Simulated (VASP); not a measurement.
# MgC2 (P4_2/mnm) in VASP: further runs, part 2 of 2

VASP 6.6.1. Earlier steps stand in the parts before.

## (5) Single point, PBE

This run uses another cell than the first one, of 12.97 Å³/atom, 1.042 times its volume.

Contents of INCAR:

```
SYSTEM = MgC2
PREC     = Accurate       ! precision mode
ENCUT    = 520            ! plane-wave cutoff, eV
EDIFF    = 1E-6           ! SCF threshold, eV
ISMEAR   = 0              ! smearing method
SIGMA    = 0.1            ! smearing width, eV
LREAL    = .FALSE.        ! projectors in reciprocal space
LASPH    = .TRUE.         ! aspherical terms in the spheres
NELM     = 100            ! most SCF steps
ALGO     = Normal         ! electronic algorithm
ISIF     = 2              ! what is computed and relaxed
LWAVE    = .FALSE.        ! write WAVECAR
LCHARG   = .FALSE.        ! write CHGCAR
GGA      = PE             ! functional
NBANDS   = 19             ! bands
```

Contents of KPOINTS:

```
regular mesh
0
G
  7 7 6
  0 0 0
```

Contents of POSCAR:

```
MgC2
1.0
    3.9507770000      0.0000000000      0.0000000000
    0.0000000000      3.9507770000      0.0000000000
    0.0000000000      0.0000000000      4.9870890000
Mg C
2 4
Direct
    0.0000000000      0.0000000000      0.5000000000
    0.5000000000      0.5000000000      0.0000000000
    0.3876550000      0.6123450000      0.5000000000
    0.6123450000      0.3876550000      0.5000000000
    0.8876550000      0.8876550000      0.0000000000
    0.1123450000      0.1123450000      0.0000000000
```

Command:

```bash
> cat potpaw_PBE.64/Mg/POTCAR potpaw_PBE.64/C/POTCAR > POTCAR
> mpirun -np 1 vasp_std > vasp.out
```

Run time: 34 s. Hardware: 1 thread of Intel Xeon Platinum 8488C (Sapphire Rapids), shared host; peak memory 0.21 GiB.

Results (log left out):

```
Free energy            : -37.3806 eV
Pressure               : -0.4 GPa
Largest force          : 0.016 eV/Å
Band gap on the k mesh : 2.59 eV, indirect (least direct gap 2.96 eV)
```

Forces in eV/Å, atoms in the order of the input:
```
Mg   0.000  0.000  0.000
Mg   0.000  0.000  0.000
C   -0.011  0.011  0.000
C    0.011 -0.011  0.000
C   -0.011 -0.011  0.000
C    0.011  0.011  0.000
```

Stress tensor (GPa, compression positive):
```
-0.43  0.00  0.00
 0.00 -0.43  0.00
 0.00  0.00 -0.27
```

Levels at points of the mesh, in eV from the valence-band top:
```
           k point  band 7  band 8  band 9  band 10  band 11  band 12  band 13  band 14
(0.00, 0.00, 0.00)   -1.34   -0.43   -0.37    -0.37     2.59     5.24     5.59     5.59
(0.00, 0.00, 0.50)   -0.72   -0.72   -0.32    -0.32     3.65     3.65     5.74     5.74
```

A k mesh can miss the band edges. Expect the measured gap to be larger: semilocal functionals such as PBE lack the derivative discontinuity.

## (6) Single point, LDA

This run uses another cell than the first one, of 12.97 Å³/atom, 1.042 times its volume.

Contents of INCAR:

```
SYSTEM = MgC2
ALGO     = Normal         ! electronic algorithm
EDIFF    = 1E-6           ! SCF threshold, eV
ENCUT    = 520            ! plane-wave cutoff, eV
ISIF     = 2              ! what is computed and relaxed
ISMEAR   = -5             ! smearing method
LASPH    = .TRUE.         ! aspherical terms in the spheres
LCHARG   = .FALSE.        ! write CHGCAR
LREAL    = .FALSE.        ! projectors in reciprocal space
LWAVE    = .FALSE.        ! write WAVECAR
NBANDS   = 19             ! bands
NELM     = 80             ! most SCF steps
PREC     = Accurate       ! precision mode
SIGMA    = 0.05           ! smearing width, eV
```

Contents of KPOINTS:

```
k-points
0
G
  7 7 6
  0 0 0
```

POSCAR is that of step 5.

Potentials or basis: VASP PAW LDA potentials, release 64 (Mg, C).

Command:

```bash
> cat potpaw_LDA.64/Mg/POTCAR potpaw_LDA.64/C/POTCAR > POTCAR
> mpirun -np 1 vasp_std > vasp.out
```

OUTCAR:

```text
SYSTEM = MgC2
   EDIFF = 1E-6
   ENCUT = 520
   ISIF = 2
   ISMEAR = -5
   LASPH = .TRUE.
   LREAL = .FALSE.
   NELM = 80
   PREC = Accurate

 ion  position               nearest neighbor table
   1  0.000  0.000  0.500-   3 2.17   4 2.17   5 2.57   6 2.57   5 2.57   6 2.57   4 2.86   3 2.86
                             4 2.86   3 2.86
   2  0.500  0.500  0.000-   5 2.17   6 2.17   3 2.57   4 2.57   3 2.57   4 2.57   6 2.86   6 2.86
                             5 2.86   5 2.86
   3  0.388  0.612  0.500-   4 1.26   1 2.17   2 2.57   2 2.57   1 2.86   1 2.86
   4  0.612  0.388  0.500-   3 1.26   1 2.17   2 2.57   2 2.57   1 2.86   1 2.86
   5  0.888  0.888  0.000-   6 1.26   2 2.17   1 2.57   1 2.57   2 2.86   2 2.86
   6  0.112  0.112  0.000-   5 1.26   2 2.17   1 2.57   1 2.57   2 2.86   2 2.86

  LATTYP: Found a simple tetragonal cell.
 ALAT       =     3.9507770000
 C/A-ratio  =     1.2623058705

  Lattice vectors:

 A1 = (   3.9507770000,   0.0000000000,   0.0000000000)
 A2 = (   0.0000000000,   3.9507770000,   0.0000000000)
 A3 = (   0.0000000000,   0.0000000000,   4.9870890000)

Analysis of symmetry for initial positions (statically):
=====================================================================
 Subroutine PRICEL returns:
 Original cell was already a primitive cell.

 Routine SETGRP: Setting up the symmetry group for a
 simple tetragonal supercell.

 Subroutine GETGRP returns: Found 16 space group operations
 (whereof  8 operations were pure point group operations)
 out of a pool of 16 trial point group operations.

The static configuration has the point symmetry D_2h.
 The point group associated with its full space group is D_4h.

Analysis of symmetry for dynamics (positions and initial velocities):
=====================================================================
 Subroutine PRICEL returns:
 Original cell was already a primitive cell.

 Routine SETGRP: Setting up the symmetry group for a
 simple tetragonal supercell.

 Subroutine GETGRP returns: Found 16 space group operations
 (whereof  8 operations were pure point group operations)
 out of a pool of 16 trial point group operations.

The dynamic configuration has the point symmetry D_2h.
 The point group associated with its full space group is D_4h.

 Subroutine INISYM returns: Found 16 space group operations
 (whereof  8 operations are pure point group operations),
 and found     1 'primitive' translations

----------------------------------------------------------------------------------------

                                     Primitive cell

  volume of cell :      77.8417

  direct lattice vectors                    reciprocal lattice vectors
     3.950777000  0.000000000  0.000000000     0.253114767  0.000000000  0.000000000
     0.000000000  3.950777000  0.000000000     0.000000000  0.253114767  0.000000000
     0.000000000  0.000000000  4.987089000     0.000000000  0.000000000  0.200517777

  length of vectors
     3.950777000  3.950777000  4.987089000     0.253114767  0.253114767  0.200517777

  position of ions in fractional coordinates (direct lattice)
     0.000000000  0.000000000  0.500000000
     0.500000000  0.500000000  0.000000000
     0.387655000  0.612345000  0.500000000
     0.612345000  0.387655000  0.500000000
     0.887655000  0.887655000  0.000000000
     0.112345000  0.112345000  0.000000000

  ion indices of the primitive-cell ions
   primitive index   ion index
[... 37 lines left out ...]
  0.000000  0.000000  0.000000      1.000000
  0.142857  0.000000  0.000000      4.000000
  0.285714  0.000000  0.000000      4.000000
  0.428571  0.000000  0.000000      4.000000
  0.142857  0.142857  0.000000      4.000000
  0.285714  0.142857  0.000000      8.000000
[... 16 lines left out ...]
  0.285714  0.000000  0.333333      8.000000
  0.428571  0.000000  0.333333      8.000000
 [... further k-points ...]
   k-points           NKPTS =     40   k-points in BZ     NKDIM =     40   number of bands    NBANDS=     19
   number of dos      NEDOS =    301   number of ions     NIONS =      6
   total plane-waves  NPLWV =  36000
   dimension x,y,z NGX =    30 NGY =   30 NGZ =   40
   dimension x,y,z NGXF=    60 NGYF=   60 NGZF=   80
   ions per type =               2   4
   NGX,Y,Z   is equivalent  to a cutoff of  12.62, 12.62, 13.33 a.u.
   NGXF,Y,Z  is equivalent  to a cutoff of  25.25, 25.25, 26.67 a.u.
 SYSTEM =  MgC2
   PREC   = accura    normal or accurate (medium, high low for compatibility)
   ISTART =      0    job   : 0-new  1-cont  2-samecut
   ICHARG =      2    charge: 1-file 2-atom 10-const
   ISPIN  =      1    spin polarized calculation?
   LNONCOLLINEAR =      F non collinear calculations
   LSORBIT =      F    spin-orbit coupling
   LASPH  =      T    aspherical Exc in radial PAW
   ENCUT  =  520.0 eV  38.22 Ry    6.18 a.u.   7.35  7.35  9.27*2*pi/ulx,y,z
   NELM   =     80;   NELMIN=  2; NELMDL= -5     # of ELM steps
   EDIFF  = 0.1E-05   stopping-criterion for ELM
   LREAL  =      F    real-space projection
   EDIFFG = 0.1E-04   stopping-criterion for IOM
   NSW    =      0    number of steps for IOM
   IBRION =     -1    ionic relax: 0-MD 1-quasi-New 2-CG
   NFREE  =      0    steps in history (QN), initial steepest desc. (CG)
   ISIF   =      2    stress and relaxation
   ISYM   =      2    0-nonsym 1-usesym 2-fastsym
   POTIM  = 0.5000    time-step for ionic-motion
   TEBEG  =    0.0;   TEEND  =   0.0 temperature during run
   PSTRESS=    0.0 pullay stress
   NELECT =      20.0000    total number of electrons
   NUPDOWN=      -1.0000    fix difference up-down
   EMIN   =  10.00;   EMAX   =-10.00  energy-range for DOS
   EFERMI =   0.00;   METHOD = LEGACY
   ISMEAR =    -5;   SIGMA  =   0.05  broadening in eV -4-tet -1-fermi 0-gaus
   EFERMI_NEDOS =   21; number of points for ismear=-14 and -15
   IALGO  =     38    algorithm
   IMIX   =      4    mixing-type and parameters
     AMIX     =   0.40;   BMIX     =  1.00
     AMIX_MAG =   1.60;   BMIX_MAG =  1.00
  volume/ion in A,a.u.               =      12.97        87.55
  Fermi-wavevector in a.u.,A,eV,Ry     =   1.040752  1.966737 14.737364  1.083166
  Thomas-Fermi vector in A             =   2.175342
   LORBIT       =      0    0 simple, 1 ext, 2 COOP (PROOUT), +10 PAW based schemes
   GGA     = CA    functional components
   LHFCALC =     F    Hartree Fock is set to
   AEXX    =    0.0000 exact exchange contribution
   IVDW    =     0    specifies the selected vdW correction
   LEPSILON=     F    determine dielectric tensor
   LRPA    =     F    only Hartree local field effects (RPA)
 non-spin polarized calculation
 Fermi weights with tetrahedron method with Bloechl corrections
  energy-cutoff  :      520.00
  volume of cell :       77.84
 maximum number of plane-waves:      2146
 NGX is ok and might be reduce to    30
   NGX = 15   NGY = 15   NGZ = 19

 number of electron      20.0000000 magnetization

 Free energy of the ion-electron system (eV)
  ---------------------------------------------------
  ext. energy  EPLUGINS =         0.00000000
  ---------------------------------------------------
  free energy    TOTEN  =       -41.09556157 eV

  energy without entropy =      -41.09556157  energy(sigma->0) =      -41.09556157

 E-fermi :   1.0107     XC(G=0):  -9.8667

 val. band max:        0.9325474787   @ k =   0.4286   0.4286   0.5000
 cond. band min:       3.4025057911   @ k =   0.0000   0.0000   0.0000
 fundamental gap:      2.4699583124
 Fermi energy:         1.0106958249

 k-point     1 :       0.0000    0.0000    0.0000
  band No.  band energies     occupation
      1     -11.8129      2.00000
      2     -10.9167      2.00000
      3      -2.5813      2.00000
      4      -2.1247      2.00000
      5      -1.9598      2.00000
      6      -1.9598      2.00000
[... 505 lines left out ...]
      6      -0.7802      2.00000
[... 11 lines left out ...]
     18      11.4708      0.00000
     19      11.9415      0.00000

 [... further k-points ...]
[... 5 lines left out ...]
  --------------------------------------------------------------------------------------
  -------------------------------------------------------------------------------------
  Total       -3.1247331     -3.1247331     -2.3271479      0.0000000      0.0000000      0.0000000
  in kB      -64.3148637    -64.3148637    -47.8985555      0.0000000      0.0000000      0.0000000
  external PRESSURE =     -58.8427610 kB  Pullay stress =       0.0000000 kB

 VOLUME and BASIS-vectors are now :
 -----------------------------------------------------------------------------
  energy-cutoff  :      520.00
  volume of cell :       77.84
      direct lattice vectors                 reciprocal lattice vectors
     3.950777000  0.000000000  0.000000000     0.253114767  0.000000000  0.000000000
     0.000000000  3.950777000  0.000000000     0.000000000  0.253114767  0.000000000
     0.000000000  0.000000000  4.987089000     0.000000000  0.000000000  0.200517777

 POSITION                                       TOTAL-FORCE (eV/Angst)
 -----------------------------------------------------------------------------------
      0.00000      0.00000      2.49354         0.000000      0.000000     -0.000000
      1.97539      1.97539      0.00000         0.000000      0.000000     -0.000000
      1.53154      2.41924      2.49354         0.259982     -0.259982     -0.000000
      2.41924      1.53154      2.49354        -0.259982      0.259982     -0.000000
      3.50693      3.50693      0.00000         0.259982      0.259982      0.000000
      0.44385      0.44385      0.00000        -0.259982     -0.259982     -0.000000
 -----------------------------------------------------------------------------------
    total drift:                               -0.000000     -0.000000      0.000000

  FREE ENERGIE OF THE ION-ELECTRON SYSTEM (eV)
  ---------------------------------------------------
  free  energy   TOTEN  =       -41.0955615729 eV

  energy  without entropy=      -41.0955615729  energy(sigma->0) =      -41.09556157
```

Run time: 29 s. Hardware: 1 thread of Intel Xeon Platinum 8488C (Sapphire Rapids), shared host; peak memory 0.19 GiB.

What came out:

```yaml
Free_energy: -41.0956 eV
Pressure: -5.9 GPa
Largest_force: 0.368 eV/Å
Band_gap_on_the_k_mesh: 2.47 eV, indirect (least direct gap 2.85 eV)
```

Forces in eV/Å, atoms in the order of the input:
```
Mg   0.000  0.000  0.000
Mg   0.000  0.000  0.000
C    0.260 -0.260  0.000
C   -0.260  0.260  0.000
C    0.260  0.260  0.000
C   -0.260 -0.260  0.000
```

Stress tensor (GPa, compression positive):
```
-6.43  0.00  0.00
 0.00 -6.43  0.00
 0.00  0.00 -4.79
```

A k mesh can miss the band edges. Expect the measured gap to be larger: semilocal functionals such as LDA lack the derivative discontinuity.

## (7) Summary

| level | potentials or basis | cell | smearing | gap on the mesh (eV) | pressure (GPa) | largest force (eV/Å) |
| --- | --- | --- | --- | --- | --- | --- |
| revPBE+D4 | VASP PAW PBE potentials, release 64 (Mg, C) | a = 3.897, b = 3.897, c = 4.920 Å, 6 atoms | gaussian 0.01 eV | 2.57 | 11.1 | 1.64 |
| revPBE+D4 | VASP PAW PBE potentials, release 64 (Mg, C) | a = 3.924, b = 3.924, c = 4.954 Å, 6 atoms | gaussian 0.01 eV | 2.60 | 4.6 | 0.95 |
| revPBE+D4 | VASP PAW PBE potentials, release 64 (Mg, C) | a = 3.951, b = 3.951, c = 4.987 Å, 6 atoms | gaussian 0.01 eV | 2.63 | -0.7 | 0.32 |
| PBE | VASP PAW PBE potentials, release 64 (Mg, C) | a = 3.951, b = 3.951, c = 4.987 Å, 6 atoms | gaussian 0.1 eV | 2.59 | -0.4 | 0.02 |
| LDA | VASP PAW LDA potentials, release 64 (Mg, C) | a = 3.951, b = 3.951, c = 4.987 Å, 6 atoms | tetrahedron | 2.47 | -5.9 | 0.37 |

Alike in all rows: task single point; no spin polarisation; k mesh 7 × 7 × 6; cutoff (eV) 520.

Caveats: the PAW data sets were made with another functional, which shifts forces and pressure a little (some runs).

Absolute energies hang on the potentials; compare differences alone.
